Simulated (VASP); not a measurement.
# Sb in VASP: a series of runs

Sb is run at these levels: PBEsol, LDA; tasks: single point, relaxation of the atoms.

Everything below comes from runs of VASP 6.6.1. Logs are shortened: lines on timing, memory, paths and dates and some standing lists are left out, and cuts for length are marked.

### 1 The cell of the first run

The cell holds a slab with vacuum, 3 atoms: a = 3.334 Å, b = 3.334 Å, c = 21.444 Å, α = 90.00°, β = 90.00°, γ = 120.00°.

### 2 Single point, PBEsol

Input file INCAR:

```
ALGO = Normal ; EDIFF = 1E-7
ENCUT = 520 ; GGA = PS
ISIF = 2 ; ISMEAR = -1
LASPH = T ; LCHARG = T
LELF = T ; LREAL = F
LVHAR = T ; LWAVE = F
NBANDS = 14 ; NELM = 60
PREC = Accurate ; SIGMA = 0.1
```

Input file KPOINTS:

```
k-points
0
Gamma
  11 11 1
```

Input file POSCAR:

```
Sb
1.0
    3.3338465302      0.0000000000      0.0000000000
   -1.6669232651      2.8871957875      0.0000000000
    0.0000000000      0.0000000000     21.4441000000
Sb
3
Direct
    0.1666666667      0.3333333333      0.3772379733
    0.5000000000      1.0000000000      0.5000000002
    0.8333333333      0.6666666667      0.6227620261
```

Potentials or basis: VASP PAW PBE potentials, release 64 (Sb).

Started as:

```
$ cat potpaw_PBE.64/Sb/POTCAR > POTCAR
$ mpirun -np 1 vasp_std > vasp.out
```

OUTCAR:

```text
EDIFF = 1E-7
   ENCUT = 520
   GGA = PS
   ISIF = 2
   ISMEAR = -1
   LASPH = T
   LREAL = F
   NELM = 60
   PREC = Accurate

 ion  position               nearest neighbor table
   1  0.167  0.333  0.377-   2 3.26   2 3.26   2 3.26
   2  0.500  0.000  0.500-   3 3.26   3 3.26   3 3.26   1 3.26   1 3.26   1 3.26
   3  0.833  0.667  0.623-   2 3.26   2 3.26   2 3.26

  LATTYP: Found a hexagonal cell.
 ALAT       =     3.3338465302
 C/A-ratio  =     6.4322396984

  Lattice vectors:

 A1 = (   3.3338465302,   0.0000000000,   0.0000000000)
 A2 = (  -1.6669232651,   2.8871957875,   0.0000000000)
 A3 = (   0.0000000000,   0.0000000000,  21.4441000000)

Analysis of symmetry for initial positions (statically):
=====================================================================
 Subroutine PRICEL returns:
 Original cell was already a primitive cell.

 Routine SETGRP: Setting up the symmetry group for a
 hexagonal supercell.

 Subroutine GETGRP returns: Found 12 space group operations
 (whereof  4 operations were pure point group operations)
 out of a pool of 24 trial point group operations.

The static configuration has the point symmetry C_2h.
 The point group associated with its full space group is D_3d.

Analysis of symmetry for dynamics (positions and initial velocities):
=====================================================================
 Subroutine PRICEL returns:
 Original cell was already a primitive cell.

 Routine SETGRP: Setting up the symmetry group for a
 hexagonal supercell.

 Subroutine GETGRP returns: Found 12 space group operations
 (whereof  4 operations were pure point group operations)
 out of a pool of 24 trial point group operations.

The dynamic configuration has the point symmetry C_2h.
 The point group associated with its full space group is D_3d.

 Subroutine INISYM returns: Found 12 space group operations
 (whereof  4 operations are pure point group operations),
 and found     1 'primitive' translations

----------------------------------------------------------------------------------------

                                     Primitive cell

  volume of cell :     206.4095

  direct lattice vectors                    reciprocal lattice vectors
     3.333846530  0.000000000  0.000000000     0.299953819  0.173178418  0.000000000
    -1.666923265  2.887195788  0.000000000     0.000000000  0.346356837  0.000000000
     0.000000000  0.000000000 21.444100000     0.000000000  0.000000000  0.046632873
[... 87 lines left out ...]
   PSTRESS=    0.0 pullay stress
   NELECT =      15.0000    total number of electrons
   NUPDOWN=      -1.0000    fix difference up-down
   EMIN   =  10.00;   EMAX   =-10.00  energy-range for DOS
   EFERMI =   0.00;   METHOD = LEGACY
   ISMEAR =    -1;   SIGMA  =   0.10  broadening in eV -4-tet -1-fermi 0-gaus
   EFERMI_NEDOS =   21; number of points for ismear=-14 and -15
   IALGO  =     38    algorithm
   IMIX   =      4    mixing-type and parameters
     AMIX     =   0.40;   BMIX     =  1.00
     AMIX_MAG =   1.60;   BMIX_MAG =  1.00
  volume/ion in A,a.u.               =      68.80       464.31
  Fermi-wavevector in a.u.,A,eV,Ry     =   0.683170  1.291004  6.350125  0.466721
  Thomas-Fermi vector in A             =   1.762456
   LORBIT       =      0    0 simple, 1 ext, 2 COOP (PROOUT), +10 PAW based schemes
   GGA     = PS    functional components
   LHFCALC =     F    Hartree Fock is set to
   AEXX    =    0.0000 exact exchange contribution
   IVDW    =     0    specifies the selected vdW correction
   LEPSILON=     F    determine dielectric tensor
   LRPA    =     F    only Hartree local field effects (RPA)
 non-spin polarized calculation
  energy-cutoff  :      520.00
  volume of cell :      206.41
 maximum number of plane-waves:      5587
 NGX is ok and might be reduce to    28
   NGX = 13   NGY = 13   NGZ = 79

 number of electron      15.0000000 magnetization

 Free energy of the ion-electron system (eV)
  ---------------------------------------------------
  ext. energy  EPLUGINS =         0.00000000
  ---------------------------------------------------
  free energy    TOTEN  =       -12.40982584 eV

  energy without entropy =      -12.33458525  energy(sigma->0) =      -12.37220555

 E-fermi :   0.6598     XC(G=0):  -4.6508

 val. band max:        0.5802074811   @ k =   0.1818   0.0909   0.0000
 cond. band min:       0.6740726580   @ k =   0.4545   0.0909   0.0000
 fundamental gap:      0.0938651770
 Fermi energy:         0.6598018245

 k-point     1 :       0.0000    0.0000    0.0000
  band No.  band energies     occupation
      1     -12.3090      2.00000
      2     -10.8911      2.00000
      3      -9.1684      2.00000
      4      -4.0717      2.00000
      5      -0.9182      2.00000
      6       2.5962      0.00000
      7       4.5068      0.00000
      8       4.5068      0.00000
      9       4.5092      0.00000
     10       5.1706      0.00000
     11       5.4040      0.00000
     12       5.4040      0.00000
     13       5.6208      0.00000
     14       6.0530      0.00000
[... 241 lines left out ...]
      1      -7.7888      2.00000
      2      -7.2401      2.00000
      3      -6.9480      2.00000
      4      -3.8386      2.00000
      5      -3.0933      2.00000
      6      -3.0392      2.00000
      7      -2.0500      2.00000
      8      -1.6365      2.00000
      9      -0.7537      2.00000
     10       1.3509      0.00199
     11       1.5028      0.00044
     12       2.3936      0.00000
     13       6.3768      0.00000
     14       6.4014      0.00000

------------------------ aborting loop because EDIFF is reached ----------------------------------------

  FORCE on cell =-STRESS in cart. coord.  units (eV):
  Direction    XX          YY          ZZ          XY          YZ          ZX
  --------------------------------------------------------------------------------------
  -------------------------------------------------------------------------------------
  Total       -1.0028260     -1.0028260      0.0408991      0.0000000     -0.0000000      0.0000000
  in kB       -7.7840660     -7.7840660      0.3174644      0.0000000     -0.0000000      0.0000000
  external PRESSURE =      -5.0835559 kB  Pullay stress =       0.0000000 kB

 VOLUME and BASIS-vectors are now :
 -----------------------------------------------------------------------------
  energy-cutoff  :      520.00
  volume of cell :      206.41
      direct lattice vectors                 reciprocal lattice vectors
     3.333846530  0.000000000  0.000000000     0.299953819  0.173178418  0.000000000
    -1.666923265  2.887195788  0.000000000     0.000000000  0.346356837  0.000000000
     0.000000000  0.000000000 21.444100000     0.000000000  0.000000000  0.046632873

 POSITION                                       TOTAL-FORCE (eV/Angst)
 -----------------------------------------------------------------------------------
      0.00000      0.96240      8.08953         0.000000      0.000000     -0.008634
      1.66692      0.00000     10.72205         0.000000      0.000000      0.000000
      1.66692      1.92480     13.35457        -0.000000     -0.000000      0.008634
 -----------------------------------------------------------------------------------
    total drift:                                0.000000     -0.000000      0.000002

  FREE ENERGIE OF THE ION-ELECTRON SYSTEM (eV)
  ---------------------------------------------------
  free  energy   TOTEN  =       -12.4098258435 eV

  energy  without entropy=      -12.3345852517  energy(sigma->0) =      -12.37220555
```

stdout:

```text
POSCAR found type information on POSCAR Sb
 POSCAR found :  1 types and       3 ions
 scaLAPACK will be used
 -----------------------------------------------------------------------------
|                                                                             |
|                                                                             |
|     You enforced a specific xc type in the INCAR file but a different       |
|     I HOPE YOU KNOW WHAT YOU ARE DOING!                                     |
|                                                                             |
 -----------------------------------------------------------------------------

 LDA part: xc-table for (Slater+PW92), standard interpolation
 POSCAR, INCAR and KPOINTS ok, starting setup
 FFT: planning ... GRIDC
 FFT: planning ... GRID_SOFT
 FFT: planning ... GRID
 WAVECAR not read
 entering main loop
```

Run time: 40 s. Hardware: 1 thread of Intel Xeon 6975P-C (Granite Rapids), shared host; peak memory 0.34 GiB.

What came out:

* Free energy: -12.4098 eV
* Largest force: 0.009 eV/Å

Forces on the atoms (eV/Å):
```
Sb   0.000  0.000 -0.009
Sb   0.000  0.000  0.000
Sb   0.000  0.000  0.009
```

Caveat: the PAW data sets were made with another functional, which shifts forces and pressure a little; spin-orbit coupling is left out, which moves the levels of the heavy elements.

### 3 Single point, LDA

Input file INCAR:

```
SYSTEM = Sb
ALGO = Normal
DIPOL = 0.5 0.5 0.500
EDIFF = 1E-6
ENCUT = 520
GGA = CA
IDIPOL = 3
ISIF = 2
ISMEAR = -1
LASPH = .TRUE.
LCHARG = .FALSE.
LDIPOL = .TRUE.
LREAL = .FALSE.
LWAVE = .FALSE.
NBANDS = 14
NELM = 100
PREC = Accurate
SIGMA = 0.1
```

Input file KPOINTS:

```
k-points
0
G
  11 11 1
  0 0 0
```

POSCAR is that of step 2.

Potentials or basis: VASP PAW LDA potentials, release 64 (Sb).

Started as:

```
$ cat potpaw_LDA.64/Sb/POTCAR > POTCAR
$ mpirun -np 1 vasp_std > vasp.out
```

OUTCAR:

```text
SYSTEM = Sb
   EDIFF = 1E-6
   ENCUT = 520
   GGA = CA
   ISIF = 2
   ISMEAR = -1
   LASPH = .TRUE.
   LREAL = .FALSE.
   NELM = 100
   PREC = Accurate

 ion  position               nearest neighbor table
   1  0.167  0.333  0.377-   2 3.26   2 3.26   2 3.26
   2  0.500  0.000  0.500-   3 3.26   3 3.26   3 3.26   1 3.26   1 3.26   1 3.26
   3  0.833  0.667  0.623-   2 3.26   2 3.26   2 3.26

  LATTYP: Found a hexagonal cell.
 ALAT       =     3.3338465302
 C/A-ratio  =     6.4322396984

  Lattice vectors:

 A1 = (   3.3338465302,   0.0000000000,   0.0000000000)
 A2 = (  -1.6669232651,   2.8871957875,   0.0000000000)
 A3 = (   0.0000000000,   0.0000000000,  21.4441000000)

Analysis of symmetry for initial positions (statically):
=====================================================================
 Subroutine PRICEL returns:
 Original cell was already a primitive cell.

 Routine SETGRP: Setting up the symmetry group for a
 hexagonal supercell.

 Subroutine GETGRP returns: Found 12 space group operations
 (whereof  4 operations were pure point group operations)
 out of a pool of 24 trial point group operations.

The static configuration has the point symmetry C_2h.
 The point group associated with its full space group is D_3d.

Analysis of symmetry for dynamics (positions and initial velocities):
=====================================================================
 Subroutine PRICEL returns:
 Original cell was already a primitive cell.

 Routine SETGRP: Setting up the symmetry group for a
 hexagonal supercell.

 Subroutine GETGRP returns: Found 12 space group operations
 (whereof  4 operations were pure point group operations)
 out of a pool of 24 trial point group operations.

The dynamic configuration has the point symmetry C_2h.
 The point group associated with its full space group is D_3d.

 Subroutine INISYM returns: Found 12 space group operations
 (whereof  4 operations are pure point group operations),
 and found     1 'primitive' translations

----------------------------------------------------------------------------------------

                                     Primitive cell

  volume of cell :     206.4095

  direct lattice vectors                    reciprocal lattice vectors
     3.333846530  0.000000000  0.000000000     0.299953819  0.173178418  0.000000000
    -1.666923265  2.887195788  0.000000000     0.000000000  0.346356837  0.000000000
     0.000000000  0.000000000 21.444100000     0.000000000  0.000000000  0.046632873

  length of vectors
     3.333846530  3.333846530 21.444100000     0.346356837  0.346356837  0.046632873

  position of ions in fractional coordinates (direct lattice)
     0.166666667  0.333333333  0.377237973
     0.500000000  0.000000000  0.500000000
     0.833333333  0.666666667  0.622762026

  ion indices of the primitive-cell ions
   primitive index   ion index
                 1           1
                 2           2
                 3           3

----------------------------------------------------------------------------------------

 KPOINTS: k-points

Automatic generation of k-mesh.
 Grid dimensions read from file:
 generate k-points for:   11   11    1

 Generating k-lattice:

  Cartesian coordinates                     Fractional coordinates (reciprocal lattice)
[... 40 lines left out ...]
   NGXF,Y,Z  is equivalent  to a cutoff of  27.93, 27.93, 24.81 a.u.
 SYSTEM =  Sb
   PREC   = accura    normal or accurate (medium, high low for compatibility)
   ISTART =      0    job   : 0-new  1-cont  2-samecut
   ICHARG =      2    charge: 1-file 2-atom 10-const
   ISPIN  =      1    spin polarized calculation?
   LNONCOLLINEAR =      F non collinear calculations
   LSORBIT =      F    spin-orbit coupling
   LASPH  =      T    aspherical Exc in radial PAW
   ENCUT  =  520.0 eV  38.22 Ry    6.18 a.u.   6.20  6.20 39.87*2*pi/ulx,y,z
   NELM   =    100;   NELMIN=  2; NELMDL= -5     # of ELM steps
   EDIFF  = 0.1E-05   stopping-criterion for ELM
   LREAL  =      F    real-space projection
   EDIFFG = 0.1E-04   stopping-criterion for IOM
   NSW    =      0    number of steps for IOM
   IBRION =     -1    ionic relax: 0-MD 1-quasi-New 2-CG
   NFREE  =      0    steps in history (QN), initial steepest desc. (CG)
   ISIF   =      2    stress and relaxation
   ISYM   =      2    0-nonsym 1-usesym 2-fastsym
   POTIM  = 0.5000    time-step for ionic-motion
   TEBEG  =    0.0;   TEEND  =   0.0 temperature during run
   PSTRESS=    0.0 pullay stress
   NELECT =      15.0000    total number of electrons
   NUPDOWN=      -1.0000    fix difference up-down
   EMIN   =  10.00;   EMAX   =-10.00  energy-range for DOS
   EFERMI =   0.00;   METHOD = LEGACY
   ISMEAR =    -1;   SIGMA  =   0.10  broadening in eV -4-tet -1-fermi 0-gaus
   EFERMI_NEDOS =   21; number of points for ismear=-14 and -15
   IALGO  =     38    algorithm
   IMIX   =      4    mixing-type and parameters
     AMIX     =   0.40;   BMIX     =  1.00
     AMIX_MAG =   1.60;   BMIX_MAG =  1.00
  volume/ion in A,a.u.               =      68.80       464.31
  Fermi-wavevector in a.u.,A,eV,Ry     =   0.683170  1.291004  6.350125  0.466721
  Thomas-Fermi vector in A             =   1.762456
   LORBIT       =      0    0 simple, 1 ext, 2 COOP (PROOUT), +10 PAW based schemes
   GGA     = CA    functional components
   LHFCALC =     F    Hartree Fock is set to
   AEXX    =    0.0000 exact exchange contribution
   IVDW    =     0    specifies the selected vdW correction
   LEPSILON=     F    determine dielectric tensor
   LRPA    =     F    only Hartree local field effects (RPA)
 non-spin polarized calculation
  energy-cutoff  :      520.00
  volume of cell :      206.41
 maximum number of plane-waves:      5587
 NGX is ok and might be reduce to    28
   NGX = 13   NGY = 13   NGZ = 79

 number of electron      15.0000000 magnetization

 dipolmoment           0.000000      0.000000      0.000000 electrons x Angstroem

 Free energy of the ion-electron system (eV)
  ---------------------------------------------------
  ext. energy  EPLUGINS =         0.00000000
  ---------------------------------------------------
  free energy    TOTEN  =       -13.04856550 eV

  energy without entropy =      -12.97195368  energy(sigma->0) =      -13.01025959

 E-fermi :   0.5565     XC(G=0):  -4.7125

 val. band max:        0.4721677052   @ k =   0.1818   0.0909   0.0000
 cond. band min:       0.5798955002   @ k =   0.4545   0.0909   0.0000
 fundamental gap:      0.1077277950
 Fermi energy:         0.5564644113

 k-point     1 :       0.0000    0.0000    0.0000
  band No.  band energies     occupation
      1     -12.4135      2.00000
      2     -10.9991      2.00000
      3      -9.2943      2.00000
      4      -4.1445      2.00000
      5      -1.0239      2.00000
      6       2.4457      0.00000
      7       4.3363      0.00000
      8       4.3363      0.00000
      9       4.4896      0.00000
     10       5.1874      0.00000
     11       5.2297      0.00000
     12       5.2297      0.00000
     13       5.5955      0.00000
     14       5.8676      0.00000
[... 241 lines left out ...]
      1      -7.9381      2.00000
      2      -7.3875      2.00000
      3      -7.1070      2.00000
      4      -3.9088      2.00000
      5      -3.1633      2.00000
      6      -3.1217      2.00000
      7      -2.1338      2.00000
      8      -1.7160      2.00000
      9      -0.8479      2.00000
     10       1.2427      0.00209
     11       1.3985      0.00044
     12       2.2695      0.00000
     13       6.2764      0.00000
     14       6.2888      0.00000

------------------------ aborting loop because EDIFF is reached ----------------------------------------

 vacuum level on the upper side and lower side of the slab       (xc-potential included)        -0.184        -0.184

  FORCE on cell =-STRESS in cart. coord.  units (eV):
  Direction    XX          YY          ZZ          XY          YZ          ZX
  --------------------------------------------------------------------------------------
  -------------------------------------------------------------------------------------
  Total       -1.5737590     -1.5737590     -0.3706850     -0.0000000      0.0000000      0.0000000
  in kB      -12.2157221    -12.2157221     -2.8773052     -0.0000000      0.0000000      0.0000000
  external PRESSURE =      -9.1029165 kB  Pullay stress =       0.0000000 kB

 VOLUME and BASIS-vectors are now :
 -----------------------------------------------------------------------------
  energy-cutoff  :      520.00
  volume of cell :      206.41
      direct lattice vectors                 reciprocal lattice vectors
     3.333846530  0.000000000  0.000000000     0.299953819  0.173178418  0.000000000
    -1.666923265  2.887195788  0.000000000     0.000000000  0.346356837  0.000000000
     0.000000000  0.000000000 21.444100000     0.000000000  0.000000000  0.046632873

 POSITION                                       TOTAL-FORCE (eV/Angst)
 -----------------------------------------------------------------------------------
      0.00000      0.96240      8.08953        -0.000000      0.000000      0.069497
      1.66692      0.00000     10.72205         0.000000      0.000000      0.000000
      1.66692      1.92480     13.35457         0.000000     -0.000000     -0.069497
 -----------------------------------------------------------------------------------
    total drift:                                0.000000     -0.000000      0.000003

  FREE ENERGIE OF THE ION-ELECTRON SYSTEM (eV)
  ---------------------------------------------------
  free  energy   TOTEN  =       -13.0485655047 eV

  energy  without entropy=      -12.9719536846  energy(sigma->0) =      -13.01025959

 vacuum level on the upper side and lower side of the slab         4.957         4.957
```

Wall time 32 s (1 thread of Intel Xeon 6975P-C (Granite Rapids), shared host); peak memory 0.27 GiB.

Results:

* Free energy: -13.0486 eV
* Largest force: 0.069 eV/Å

Forces on the atoms (eV/Å):
```
Sb   0.000  0.000  0.069
Sb   0.000  0.000  0.000
Sb   0.000  0.000 -0.069
```

Levels at points of the mesh, in eV from the Fermi level:
```
           k point  band 4  band 5  band 6  band 7  band 8  band 9  band 10  band 11
(0.00, 0.00, 0.00)   -4.70   -1.58    1.89    3.78    3.78    3.93     4.63     4.67
```

Caveat: spin-orbit coupling is left out, which moves the levels of the heavy elements.

(Part 1 of 2 ends here.)
